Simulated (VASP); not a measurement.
# CoSi (WC type) (P-6m2) in VASP: notebook

The runs below take CoSi (WC type) through single point, with PBE.

All numbers are computed with VASP 6.6.1; they aren't measurements. Logs are shortened: lines on timing, memory, paths and dates and some standing lists are left out, and cuts for length are marked.

## Step 1: The cell of the first run

It takes space group P-6m2 (No. 187, hexagonal). The conventional cell has a = 2.228 Å, b = 2.228 Å, c = 3.197 Å, α = 90.00°, β = 90.00°, γ = 120.00°. Co (site symmetry -6m2) has 6 Si at 2.05 Å and 6 Co at 2.23 Å within 2.7 Å. Within 2.7 Å of Si (site symmetry -6m2) lie 6 Co at 2.05 Å and 6 Si at 2.23 Å.

## Step 2: Single point, PBE (6.87 Å³/atom)

INCAR

```
SYSTEM = CoSi
  PREC = Accurate
  ENCUT = 690
  EDIFF = 1E-6
  ISMEAR = -1
  SIGMA = 0.05
  LREAL = .FALSE.
  LASPH = .TRUE.
  NELM = 120
  ALGO = Normal
  ISIF = 2
  LWAVE = .FALSE.
  LCHARG = .FALSE.
  GGA = PE
  NBANDS = 18
  GGA_COMPAT = .FALSE.
```

KPOINTS

```
Automatic mesh
0
G
  16 16 14
  0 0 0
```

POSCAR

```
CoSi
1.0
    2.2281287307      0.0000000000      0.0000000000
   -1.1140643654      1.9296160837      0.0000000000
    0.0000000000      0.0000000000      3.1967357419
Co Si
1 1
Direct
    0.0000000000      0.0000000000      0.0000000000
    0.3333333333      0.6666666667      0.5000000000
```

Potentials or basis: VASP PAW PBE potentials, release 64 (Co_sv, Si).

On the command line:

```console
$ cat potpaw_PBE.64/Co_sv/POTCAR potpaw_PBE.64/Si/POTCAR > POTCAR
$ mpirun -np 1 vasp_std > vasp.out
```

OUTCAR:

```text
SYSTEM = CoSi
   PREC = Accurate
   ENCUT = 690
   EDIFF = 1E-6
   ISMEAR = -1
   LREAL = .FALSE.
   LASPH = .TRUE.
   NELM = 120
   ISIF = 2
   GGA = PE

 ion  position               nearest neighbor table
   1  0.000  0.000  0.000-   2 2.05   2 2.05   2 2.05   2 2.05   2 2.05   2 2.05
   2  0.333  0.667  0.500-   1 2.05   1 2.05   1 2.05   1 2.05   1 2.05   1 2.05

  LATTYP: Found a hexagonal cell.
 ALAT       =     2.2281287307
 C/A-ratio  =     1.4347177063

  Lattice vectors:

 A1 = (   2.2281287307,   0.0000000000,   0.0000000000)
 A2 = (  -1.1140643654,   1.9296160837,   0.0000000000)
 A3 = (   0.0000000000,   0.0000000000,   3.1967357419)

Analysis of symmetry for initial positions (statically):
=====================================================================
 Subroutine PRICEL returns:
 Original cell was already a primitive cell.

 Routine SETGRP: Setting up the symmetry group for a
 hexagonal supercell.

 Subroutine GETGRP returns: Found 12 space group operations
 (whereof 12 operations were pure point group operations)
 out of a pool of 24 trial point group operations.

The static configuration has the point symmetry D_3h.

Analysis of symmetry for dynamics (positions and initial velocities):
=====================================================================
 Subroutine PRICEL returns:
 Original cell was already a primitive cell.

 Routine SETGRP: Setting up the symmetry group for a
 hexagonal supercell.

 Subroutine GETGRP returns: Found 12 space group operations
 (whereof 12 operations were pure point group operations)
 out of a pool of 24 trial point group operations.

The dynamic configuration has the point symmetry D_3h.

 Subroutine INISYM returns: Found 12 space group operations
 (whereof 12 operations are pure point group operations),
 and found     1 'primitive' translations

----------------------------------------------------------------------------------------

                                     Primitive cell

  volume of cell :      13.7442

  direct lattice vectors                    reciprocal lattice vectors
     2.228128731  0.000000000  0.000000000     0.448807103  0.259118902  0.000000000
    -1.114064365  1.929616084  0.000000000     0.000000000  0.518237803  0.000000000
     0.000000000  0.000000000  3.196735742     0.000000000  0.000000000  0.312819101

  length of vectors
     2.228128731  2.228128731  3.196735742     0.518237803  0.518237803  0.312819101

  position of ions in fractional coordinates (direct lattice)
     0.000000000  0.000000000  0.000000000
     0.333333333  0.666666667  0.500000000

  ion indices of the primitive-cell ions
   primitive index   ion index
                 1           1
                 2           2

----------------------------------------------------------------------------------------

 KPOINTS: Automatic mesh

Automatic generation of k-mesh.
 Grid dimensions read from file:
 generate k-points for:   16   16   14

 Generating k-lattice:

  Cartesian coordinates                     Fractional coordinates (reciprocal lattice)
     0.028050444  0.016194931  0.000000000     0.062500000  0.000000000  0.000000000
     0.000000000  0.032389863  0.000000000     0.000000000  0.062500000  0.000000000
     0.000000000  0.000000000  0.022344221     0.000000000  0.000000000  0.071428571

  Length of vectors
     0.032389863  0.032389863  0.022344221

  Shift w.r.t. Gamma in fractional coordinates (k-lattice)
     0.000000000  0.000000000  0.000000000

 Subroutine IBZKPT returns following result:
 ===========================================

 Found    240 irreducible k-points:

 Following reciprocal coordinates:
            Coordinates               Weight
  0.000000  0.000000  0.000000      1.000000
  0.062500  0.000000  0.000000      6.000000
  0.125000  0.000000  0.000000      6.000000
  0.187500  0.000000  0.000000      6.000000
  0.250000  0.000000  0.000000      6.000000
  0.312500  0.000000  0.000000      6.000000
[... 16 lines left out ...]
  0.187500  0.187500  0.000000      6.000000
  0.250000  0.187500  0.000000     12.000000
 [... further k-points ...]
   k-points           NKPTS =    240   k-points in BZ     NKDIM =    240   number of bands    NBANDS=     18
   number of dos      NEDOS =    301   number of ions     NIONS =      2
   total plane-waves  NPLWV =  11200
   dimension x,y,z NGX =    20 NGY =   20 NGZ =   28
   dimension x,y,z NGXF=    40 NGYF=   40 NGZF=   56
   ions per type =               1   1
   NGX,Y,Z   is equivalent  to a cutoff of  14.92, 14.92, 14.56 a.u.
   NGXF,Y,Z  is equivalent  to a cutoff of  29.84, 29.84, 29.12 a.u.
 SYSTEM =  CoSi
   PREC   = accura    normal or accurate (medium, high low for compatibility)
   ISTART =      0    job   : 0-new  1-cont  2-samecut
   ICHARG =      2    charge: 1-file 2-atom 10-const
   ISPIN  =      1    spin polarized calculation?
   LNONCOLLINEAR =      F non collinear calculations
   LSORBIT =      F    spin-orbit coupling
   LASPH  =      T    aspherical Exc in radial PAW
   ENCUT  =  690.0 eV  50.71 Ry    7.12 a.u.   4.77  4.77  6.85*2*pi/ulx,y,z
   NELM   =    120;   NELMIN=  2; NELMDL= -5     # of ELM steps
   EDIFF  = 0.1E-05   stopping-criterion for ELM
   LREAL  =      F    real-space projection
   EDIFFG = 0.1E-04   stopping-criterion for IOM
   NSW    =      0    number of steps for IOM
   IBRION =     -1    ionic relax: 0-MD 1-quasi-New 2-CG
   NFREE  =      0    steps in history (QN), initial steepest desc. (CG)
   ISIF   =      2    stress and relaxation
   ISYM   =      2    0-nonsym 1-usesym 2-fastsym
   POTIM  = 0.5000    time-step for ionic-motion
   TEBEG  =    0.0;   TEEND  =   0.0 temperature during run
   PSTRESS=    0.0 pullay stress
   NELECT =      21.0000    total number of electrons
   NUPDOWN=      -1.0000    fix difference up-down
   EMIN   =  10.00;   EMAX   =-10.00  energy-range for DOS
   EFERMI =   0.00;   METHOD = LEGACY
   ISMEAR =    -1;   SIGMA  =   0.05  broadening in eV -4-tet -1-fermi 0-gaus
   EFERMI_NEDOS =   21; number of points for ismear=-14 and -15
   IALGO  =     38    algorithm
   IMIX   =      4    mixing-type and parameters
     AMIX     =   0.40;   BMIX     =  1.00
     AMIX_MAG =   1.60;   BMIX_MAG =  1.00
  volume/ion in A,a.u.               =       6.87        46.38
  Fermi-wavevector in a.u.,A,eV,Ry     =   1.885567  3.563205 48.373646  3.555363
  Thomas-Fermi vector in A             =   2.928026
   LORBIT       =      0    0 simple, 1 ext, 2 COOP (PROOUT), +10 PAW based schemes
   GGA     = PE    functional components
   LHFCALC =     F    Hartree Fock is set to
   AEXX    =    0.0000 exact exchange contribution
   IVDW    =     0    specifies the selected vdW correction
   LEPSILON=     F    determine dielectric tensor
   LRPA    =     F    only Hartree local field effects (RPA)
 non-spin polarized calculation
  energy-cutoff  :      690.00
  volume of cell :       13.74
 maximum number of plane-waves:       578
 NGX is ok and might be reduce to    20
   NGX =  9   NGY =  9   NGZ = 13

 number of electron      20.9999993 magnetization

 Free energy of the ion-electron system (eV)
  ---------------------------------------------------
  ext. energy  EPLUGINS =         0.00000000
  ---------------------------------------------------
  free energy    TOTEN  =        -8.24824202 eV

  energy without entropy =       -8.23647295  energy(sigma->0) =       -8.24235748

 E-fermi :  22.5187     XC(G=0): -15.7429

 val. band max:       22.5162551881   @ k =   0.2500   0.2500   0.2857
 cond. band min:      22.5245315728   @ k =   0.2500   0.1875   0.3571
 fundamental gap:      0.0082763847
 Fermi energy:        22.5187496504

 k-point     1 :       0.0000    0.0000    0.0000
  band No.  band energies     occupation
      1     -73.6390      2.00000
      2     -37.3315      2.00000
      3     -36.4387      2.00000
      4     -36.4387      2.00000
      5       3.5743      2.00000
      6      14.6754      2.00000
[... 10 lines left out ...]
     17      41.9727      0.00000
     18      46.2242      0.00000

 k-point     2 :       0.0625    0.0000    0.0000
  band No.  band energies     occupation
      1     -73.6331      2.00000
      2     -37.3267      2.00000
      3     -36.4712      2.00000
      4     -36.4461      2.00000
      5       3.7296      2.00000
      6      14.7998      2.00000
[... 10 lines left out ...]
     17      43.6591      0.00000
     18      45.1248      0.00000

 k-point     3 :       0.1250    0.0000    0.0000
  band No.  band energies     occupation
      1     -73.6162      2.00000
      2     -37.3119      2.00000
      3     -36.5628      2.00000
      4     -36.4670      2.00000
      5       4.1910      2.00000
      6      15.1425      2.00000
[... 10 lines left out ...]
     17      43.7729      0.00000
     18      45.6899      0.00000

 k-point     4 :       0.1875    0.0000    0.0000
  band No.  band energies     occupation
      1     -73.5909      2.00000
      2     -37.2899      2.00000
      3     -36.6992      2.00000
      4     -36.4979      2.00000
      5       4.9450      2.00000
      6      15.5971      2.00000
[... 375 lines left out ...]
      4     -36.7076      2.00000
      5      11.5280      2.00000
      6      13.8386      2.00000
[... 10 lines left out ...]
     17      39.7653      0.00000
     18      42.5364      0.00000

 k-point    23 :       0.1875    0.1875    0.0000
  band No.  band energies     occupation
      1     -73.5239      2.00000
      2     -37.2317      2.00000
      3     -36.9923      2.00000
      4     -36.6418      2.00000
      5       7.5201      2.00000
      6      15.5900      2.00000
[... 10 lines left out ...]
     17      42.2272      0.00000
     18      43.4519      0.00000

 k-point    24 :       0.2500    0.1875    0.0000
  band No.  band energies     occupation
      1     -73.5002      2.00000
      2     -37.2113      2.00000
      3     -37.0795      2.00000
      4     -36.7069      2.00000
      5       8.8508      2.00000
      6      15.5215      2.00000
[... 10 lines left out ...]
     17      40.9892      0.00000
     18      43.9216      0.00000

 [... further k-points ...]

------------------------ aborting loop because EDIFF is reached ----------------------------------------

  FORCE on cell =-STRESS in cart. coord.  units (eV):
  Direction    XX          YY          ZZ          XY          YZ          ZX
  --------------------------------------------------------------------------------------
  -------------------------------------------------------------------------------------
  Total       24.4867682     24.4867682     24.5835716     -0.0000000      0.0000000     -0.0000000
  in kB     2854.4610879   2854.4610879   2865.7456099     -0.0000001      0.0000000     -0.0000000
  external PRESSURE =    2858.2225952 kB  Pullay stress =       0.0000000 kB

 VOLUME and BASIS-vectors are now :
 -----------------------------------------------------------------------------
  energy-cutoff  :      690.00
  volume of cell :       13.74
      direct lattice vectors                 reciprocal lattice vectors
     2.228128731  0.000000000  0.000000000     0.448807103  0.259118902  0.000000000
    -1.114064365  1.929616084  0.000000000     0.000000000  0.518237803  0.000000000
     0.000000000  0.000000000  3.196735742     0.000000000  0.000000000  0.312819101

 POSITION                                       TOTAL-FORCE (eV/Angst)
 -----------------------------------------------------------------------------------
      0.00000      0.00000      0.00000        -0.000000     -0.000000      0.000000
     -0.00000      1.28641      1.59837         0.000000      0.000000      0.000000
 -----------------------------------------------------------------------------------
    total drift:                                0.000000     -0.000000      0.000000

  FREE ENERGIE OF THE ION-ELECTRON SYSTEM (eV)
  ---------------------------------------------------
  free  energy   TOTEN  =        -8.2482420151 eV

  energy  without entropy=       -8.2364729537  energy(sigma->0) =       -8.24235748
```

Wall time 38 s (1 thread of AMD EPYC 9R45 (Zen 5), shared host); peak memory 0.17 GiB.

Results:

| Item | Value |
| --- | --- |
| Free energy | -8.2482 eV |
| Pressure | 285.8 GPa |
| Band gap on the k mesh | zero (an odd number of electrons rules out a gap without spin polarisation) |

Levels at points of the mesh, in eV from the Fermi level:
| k point | band 8 | band 9 | band 10 | band 11 | band 12 | band 13 | band 14 | band 15 |
| --- | --- | --- | --- | --- | --- | --- | --- | --- |
| (0.00, 0.00, 0.00) | -3.46 | -3.46 | -1.85 | -1.85 | 4.15 | 14.23 | 14.23 | 18.85 |
| (0.50, 0.00, 0.00) | -6.79 | -2.84 | 0.16 | 1.62 | 3.75 | 6.19 | 8.24 | 10.51 |
| (0.00, 0.00, 0.50) | -3.44 | -3.44 | -2.13 | -2.13 | 9.63 | 15.56 | 15.56 | 18.98 |
| (0.50, 0.00, 0.50) | -3.70 | -3.28 | -3.26 | 0.16 | 1.22 | 5.48 | 10.32 | 11.99 |

Caveat: the cell stands under pressure; an odd number of electrons without spin polarisation forces a metal; a magnetic or distorted state may lie lower. Spin polarisation is off, so any magnetic state and its effect on volume and gap are missing.

## Step 3: Single point, PBE (8.00 Å³/atom)

This run uses another cell than the first one, of 8.00 Å³/atom.

INCAR

```
  ALGO = Normal
  EDIFF = 1E-6
  ENCUT = 690
  GGA = PE
  GGA_COMPAT = False
  ISIF = 2
  ISMEAR = -1
  LASPH = True
  LCHARG = False
  LREAL = False
  LWAVE = False
  NBANDS = 18
  NELM = 120
  PREC = Accurate
  SIGMA = 0.05
```

KPOINTS

```
k-points
0
Gamma
  16 16 14
```

POSCAR

```
CoSi
1.0
    2.3671075272      0.0000000000      0.0000000000
   -1.1835537636      2.0499752521      0.0000000000
    0.0000000000      0.0000000000      3.2958588626
Co Si
1 1
Direct
    0.0000000000      0.0000000000      0.0000000000
    0.3333333333      0.6666666667      0.5000000000
```

Potentials or basis: VASP PAW PBE potentials, release 64 (Co_sv, Si).

On the command line:

```console
$ cat potpaw_PBE.64/Co_sv/POTCAR potpaw_PBE.64/Si/POTCAR > POTCAR
$ mpirun -np 1 vasp_std > vasp.out
```

Run time: 100 s. Hardware: 1 thread of Intel Xeon Platinum 8259CL at 2.50GHz (Skylake/Cascade Lake), shared host; peak memory 0.21 GiB.

It converged, with:

```yaml
Free_energy: -11.1530 eV
Pressure: 142.4 GPa
Band_gap_on_the_k_mesh: zero (an odd number of electrons rules out a gap without spin polarisation)
```

Stress tensor (GPa, compression positive):
```
142.26   0.00   0.00
  0.00 142.26   0.00
  0.00   0.00 142.73
```

Levels at points of the mesh, in eV from the Fermi level:
```csv
k point,band 7,band 8,band 9,band 10,band 11,band 12,band 13,band 14,band 15,band 16
"(0.00, 0.00, 0.00)",-4.47,-2.80,-2.80,-1.62,-1.62,4.08,13.10,13.10,15.65,15.65
"(0.50, 0.00, 0.00)",-6.18,-5.47,-2.38,0.04,1.25,3.85,6.05,6.70,9.38,12.13
"(0.00, 0.00, 0.50)",-3.95,-2.76,-2.76,-1.90,-1.90,10.04,14.31,14.31,16.03,16.03
"(0.50, 0.00, 0.50)",-6.48,-3.11,-2.88,-2.86,0.05,1.31,4.49,9.31,10.14,13.21
```

Caveat: the cell stands under pressure; an odd number of electrons without spin polarisation forces a metal; a magnetic or distorted state may lie lower. Spin polarisation is off, so any magnetic state and its effect on volume and gap are missing.
